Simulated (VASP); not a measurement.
Input of a VASP 6.6.1 run:

INCAR

```
ALGO = Normal ; EDIFF = 1E-6
ENCUT = 500 ; GGA = PE
GGA_COMPAT = F ; ISIF = 2
ISMEAR = 0 ; LASPH = T
LCHARG = T ; LELF = T
LMAXMIX = 6 ; LREAL = F
LVHAR = T ; LWAVE = F
NBANDS = 12 ; NELM = 200
PREC = Accurate ; SIGMA = 0.05
```

The input KPOINTS:

```
k-points
0
Gamma
  7 7 7
```

Contents of POSCAR:

```
La
1.0
    3.0551870275     -0.0000000169     -0.0000000293
   -1.0183956599      2.8804579589     -0.0000000293
   -1.0183956599     -1.4402289372      2.4945497913
La
1
Direct
    0.0000000000      0.0000000000      0.0000000000
```

Potentials or basis: VASP PAW PBE potentials, release 64 (La).

Command:

```console
$ cat potpaw_PBE.64/La/POTCAR > POTCAR
$ mpirun -np 1 vasp_std > vasp.out
```

What does it give for the pressure?

30.1 GPa.
